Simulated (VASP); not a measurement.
# Be27H in VASP: a series of runs

Runs on Be27H. Level: PBE. Tasks: single point.

Everything below comes from runs of VASP 6.6.1. Logs are shortened: lines on timing, memory, paths and dates and some standing lists are left out, and cuts for length are marked.

## Step 1: The cell of the first run

The cell holds a slab with vacuum, 28 atoms: a = 6.870 Å, b = 6.870 Å, c = 14.588 Å, α = 90.00°, β = 90.00°, γ = 60.00°.

## Step 2: Single point, PBE

The input, INCAR:

```
SYSTEM = Be27H
ALGO = Normal
EDIFF = 1E-6
ENCUT = 520
GGA = PE
ISIF = 2
ISMEAR = -1
LASPH = .TRUE.
LCHARG = .FALSE.
LREAL = Auto
LWAVE = .FALSE.
NBANDS = 48
NELM = 80
PREC = Accurate
SIGMA = 0.15
```

The input, KPOINTS:

```
k-points
0
G
  2 2 1
  0 0 0
```

The input, POSCAR:

```
Be27H
1.0
    6.8700000000      0.0000000000      0.0000000000
    3.4350000000      5.9495950000      0.0000000000
    0.0000000000      0.0000000000     14.5884300000
Be H
27 1
Direct
    0.0000000000      0.0000000000      0.0685474722
    0.3333333333      0.0000000000      0.0685474722
    0.6666666667      0.0000000000      0.0685474722
   -0.0000001401      0.3333336135      0.0685474722
    0.3333331933      0.3333336135      0.0685474722
    0.6666665266      0.3333336135      0.0685474722
   -0.0000002801      0.6666672269      0.0685474722
    0.3333330532      0.6666672269      0.0685474722
    0.6666663865      0.6666672269      0.0685474722
   -0.1008958664      0.1864496659      0.2012142499
    0.2112783344      0.2279819047      0.1828640916
    0.5423321025      0.2155104675      0.2000146692
   -0.1478191489      0.5714170460      0.1948119160
    0.2647572520      0.5381710856      0.1944143407
    0.6173240059      0.5461380144      0.2063278913
   -0.1147243875      0.8758243208      0.1878337833
    0.2081823284      0.8698071045      0.2035585735
    0.5324113855      0.9319457879      0.1999461217
   -0.0063986015     -0.0133454462      0.3383571776
    0.3185216614      0.0084879727      0.3195888797
    0.6542495373     -0.0310609378      0.3111918143
   -0.0263664304      0.3295014198      0.3121172052
    0.3099063580      0.3621086813      0.3132002553
    0.6662820883      0.3495027813      0.3212066000
    0.0358165988      0.6604483162      0.3156885285
    0.3016802675      0.6836263645      0.3212682927
    0.6257219972      0.6967365006      0.3142901601
    0.8769351607      0.2306711633      0.3823989285
```

Potentials or basis: VASP PAW PBE potentials, release 64 (Be, H).

Started as:

```sh
$ cat potpaw_PBE.64/Be/POTCAR potpaw_PBE.64/H/POTCAR > POTCAR
$ mpirun -np 1 vasp_std > vasp.out
```

OUTCAR:

```text
SYSTEM = Be27H
   EDIFF = 1E-6
   ENCUT = 520
   GGA = PE
   ISIF = 2
   ISMEAR = -1
   LASPH = .TRUE.
   LREAL = Auto
   NELM = 80
   PREC = Accurate

 ion  position               nearest neighbor table
   1  0.000  0.000  0.069-  10 2.23  16 2.25   7 2.29   8 2.29   2 2.29   3 2.29   4 2.29   6 2.29
                            17 2.33
   2  0.333  0.000  0.069-  11 2.15  18 2.26   8 2.29   9 2.29   1 2.29   3 2.29   4 2.29   5 2.29

   3  0.667  0.000  0.069-  16 2.17  18 2.27   7 2.29   9 2.29   1 2.29   2 2.29   6 2.29   5 2.29
                            12 2.31
   4  1.000  0.333  0.069-  11 2.09   6 2.29   5 2.29   9 2.29   7 2.29   2 2.29   1 2.29  13 2.33

   5  0.333  0.333  0.069-  11 2.15  14 2.22  12 2.29   6 2.29   4 2.29   8 2.29   7 2.29   3 2.29
                             2 2.29
   6  0.667  0.333  0.069-   5 2.29   4 2.29   9 2.29   8 2.29   3 2.29   1 2.29
   7  1.000  0.667  0.069-  16 2.14   1 2.29   3 2.29   8 2.29   9 2.29   5 2.29   4 2.29  13 2.35

   8  0.333  0.667  0.069-  14 2.19   2 2.29   1 2.29   9 2.29   7 2.29   5 2.29   6 2.29  17 2.32

   9  0.667  0.667  0.069-  13 2.15  15 2.26   2 2.29   3 2.29   8 2.29   7 2.29   6 2.29   4 2.29
[... 21 lines left out ...]
  21  0.654  0.969  0.311-  18 1.90  27 1.98  20 2.19  12 2.19  16 2.27
  22  0.974  0.330  0.312-  28 1.55  24 2.05  10 2.09  13 2.24  20 2.29  19 2.32  11 2.36
  23  0.310  0.362  0.313-  25 1.97  14 2.05  12 2.16  26 2.18  11 2.36
  24  0.666  0.350  0.321-  28 1.54  22 2.05  15 2.07  10 2.26  27 2.26  12 2.34
  25  0.036  0.660  0.316-  26 1.91  23 1.97  19 2.14  14 2.23  16 2.28
  26  0.302  0.684  0.321-  25 1.91  17 2.04  19 2.11  14 2.18  23 2.18  27 2.27  20 2.29
  27  0.626  0.697  0.314-  15 1.90  21 1.98  20 2.13  18 2.18  13 2.20  24 2.26  26 2.27
  28  0.877  0.231  0.382-  24 1.54  22 1.55  19 1.59

  LATTYP: Found a hexagonal cell.
 ALAT       =     6.8700004122
 C/A-ratio  =     2.1234976892

  Lattice vectors:

 A1 = (  -3.4350000000,  -5.9495950000,   0.0000000000)
 A2 = (   6.8700000000,   0.0000000000,   0.0000000000)
 A3 = (   0.0000000000,   0.0000000000,  14.5884300000)

Analysis of symmetry for initial positions (statically):
=====================================================================
 Subroutine PRICEL returns:
 Original cell was already a primitive cell.

 Routine SETGRP: Setting up the symmetry group for a
 hexagonal supercell.

 Subroutine GETGRP returns: Found  1 space group operations
 (whereof  1 operations were pure point group operations)
 out of a pool of 24 trial point group operations.

The static configuration has the point symmetry C_1 .

Analysis of symmetry for dynamics (positions and initial velocities):
[... 148 lines left out ...]
   ISIF   =      2    stress and relaxation
   ISYM   =      2    0-nonsym 1-usesym 2-fastsym
   POTIM  = 0.5000    time-step for ionic-motion
   TEBEG  =    0.0;   TEEND  =   0.0 temperature during run
   PSTRESS=    0.0 pullay stress
   NELECT =      55.0000    total number of electrons
   NUPDOWN=      -1.0000    fix difference up-down
   EMIN   =  10.00;   EMAX   =-10.00  energy-range for DOS
   EFERMI =   0.00;   METHOD = LEGACY
   ISMEAR =    -1;   SIGMA  =   0.15  broadening in eV -4-tet -1-fermi 0-gaus
   EFERMI_NEDOS =   21; number of points for ismear=-14 and -15
   IALGO  =     38    algorithm
   IMIX   =      4    mixing-type and parameters
     AMIX     =   0.40;   BMIX     =  1.00
     AMIX_MAG =   1.60;   BMIX_MAG =  1.00
  volume/ion in A,a.u.               =      21.30       143.71
  Fermi-wavevector in a.u.,A,eV,Ry     =   0.739682  1.397796  7.444141  0.547129
  Thomas-Fermi vector in A             =   1.833903
   LORBIT       =      0    0 simple, 1 ext, 2 COOP (PROOUT), +10 PAW based schemes
   GGA     = PE    functional components
   LHFCALC =     F    Hartree Fock is set to
   AEXX    =    0.0000 exact exchange contribution
   IVDW    =     0    specifies the selected vdW correction
   LEPSILON=     F    determine dielectric tensor
   LRPA    =     F    only Hartree local field effects (RPA)
 non-spin polarized calculation
  energy-cutoff  :      520.00
  volume of cell :      596.28
 maximum number of plane-waves:     16058
 NGX is ok and might be reduce to    54
   NGX = 25   NGY = 25   NGZ = 55

 number of electron      55.0000000 magnetization

 Free energy of the ion-electron system (eV)
  ---------------------------------------------------
  ext. energy  EPLUGINS =         0.00000000
  ---------------------------------------------------
  free energy    TOTEN  =       -93.08546665 eV

  energy without entropy =      -92.60891847  energy(sigma->0) =      -92.84719256

 E-fermi :  -0.6926     XC(G=0):  -5.2617

 val. band max:       -0.7161736162   @ k =   0.0000   0.5000   0.0000
 cond. band min:      -0.6603033611   @ k =   0.5000   0.5000   0.0000
 fundamental gap:      0.0558702551
 Fermi energy:        -0.6925816620

 k-point     1 :       0.0000    0.0000    0.0000
  band No.  band energies     occupation
      1     -10.4735      2.00000
      2      -8.9050      2.00000
      3      -7.8672      2.00000
      4      -7.4844      2.00000
      5      -7.4087      2.00000
      6      -7.2723      2.00000
[... 157 lines left out ...]
     38       2.9624      0.00000
     39       3.0806      0.00000
 [bands above 39 left out]

------------------------ aborting loop because EDIFF is reached ----------------------------------------

  FORCE on cell =-STRESS in cart. coord.  units (eV):
  Direction    XX          YY          ZZ          XY          YZ          ZX
  --------------------------------------------------------------------------------------
  -------------------------------------------------------------------------------------
  Total      -11.3245324    -11.1347179      3.2790597      3.3649510     -0.3673077      2.4034876
  in kB      -30.4283332    -29.9183131      8.8106351      9.0414198     -0.9869336      6.4580256
  external PRESSURE =     -17.1786704 kB  Pullay stress =       0.0000000 kB

 VOLUME and BASIS-vectors are now :
 -----------------------------------------------------------------------------
  energy-cutoff  :      520.00
  volume of cell :      596.28
      direct lattice vectors                 reciprocal lattice vectors
     6.870000000  0.000000000  0.000000000     0.145560408 -0.084039334  0.000000000
     3.435000000  5.949595000  0.000000000     0.000000000  0.168078668  0.000000000
     0.000000000  0.000000000 14.588430000     0.000000000  0.000000000  0.068547472

 POSITION                                       TOTAL-FORCE (eV/Angst)
 -----------------------------------------------------------------------------------
      0.00000      0.00000      1.00000         0.076252      0.045530      0.428311
      2.29000      0.00000      1.00000        -0.204365     -0.318734     -0.049289
      4.58000      0.00000      1.00000        -0.123858      0.090688     -0.028230
      8.01500      1.98320      1.00000        -0.479653      0.261282     -0.151640
      3.43500      1.98320      1.00000         0.135126      0.086125     -0.326671
      5.72500      1.98320      1.00000        -0.164329      0.083317      0.275980
[... 20 lines left out ...]
      6.69200      4.14530      4.58500         0.244141     -0.243235      0.812244
      6.81690      1.37240      5.57860        -0.118072      0.170484      0.014312
 -----------------------------------------------------------------------------------
    total drift:                                0.000700      0.000007      0.000571

  FREE ENERGIE OF THE ION-ELECTRON SYSTEM (eV)
  ---------------------------------------------------
  free  energy   TOTEN  =       -93.0854666479 eV

  energy  without entropy=      -92.6089184678  energy(sigma->0) =      -92.84719256
```

OSZICAR:

```text
N       E                     dE             d eps       ncg     rms          rms(c)
DAV:   1     0.162712024033E+03    0.16271E+03   -0.17990E+04   384   0.847E+02
DAV:   2    -0.841996570077E+02   -0.24691E+03   -0.23548E+03   496   0.168E+02
DAV:   3    -0.100273818076E+03   -0.16074E+02   -0.15545E+02   496   0.393E+01
[... 12 lines left out ...]
DAV:  16    -0.930852154362E+02   -0.47641E-03   -0.31372E-05   496   0.214E-02    0.453E-03
DAV:  17    -0.930854322140E+02   -0.21678E-03   -0.15650E-05   440   0.133E-02    0.172E-03
DAV:  18    -0.930854619626E+02   -0.29749E-04   -0.17955E-06   448   0.544E-03    0.735E-04
DAV:  19    -0.930854660374E+02   -0.40748E-05   -0.53271E-07   384   0.224E-03    0.191E-04
DAV:  20    -0.930854666479E+02   -0.61058E-06   -0.75268E-08   344   0.878E-04
   1 F= -.93085467E+02 E0= -.92847193E+02  d E =-.476548E+00
```

Run time: 3.1 min. Hardware: 1 thread of Intel Xeon 6975P-C (Granite Rapids), shared host; peak memory 0.61 GiB.

What came out:

| Property | Result |
| --- | --- |
| Free energy | -93.0855 eV |
| Largest force | 5.132 eV/Å |

Forces in eV/Å, atoms in the order of the input:
```
Be   0.076  0.046  0.428
Be  -0.204 -0.319 -0.049
Be  -0.124  0.091 -0.028
Be  -0.480  0.261 -0.152
Be   0.135  0.086 -0.327
Be  -0.164  0.083  0.276
Be   0.124 -0.487 -0.073
Be   0.255 -0.038 -0.172
Be  -0.220  0.352  0.002
Be  -0.052  0.186 -1.210
Be   0.027  0.383  1.409
Be   1.101  0.246 -0.011
Be   4.030  0.192  0.254
Be  -0.526  0.199 -0.298
Be  -4.940 -0.763 -1.164
Be   0.257  0.972  0.766
Be   0.432  0.952 -0.769
Be  -1.105 -2.352 -1.294
Be  -0.223  0.681 -0.731
Be   0.042  0.162 -0.195
Be   1.881  1.164  1.186
Be   1.276  0.422  0.320
Be  -0.074 -1.597  0.440
Be  -1.233 -0.465  0.195
Be  -2.309  0.672 -0.171
Be   1.890 -1.056  0.541
Be   0.244 -0.243  0.812
H   -0.118  0.170  0.014
```

Caveat: the k points lie up to 0.53 Å⁻¹ apart.

(Part 1 of 2 ends here.)
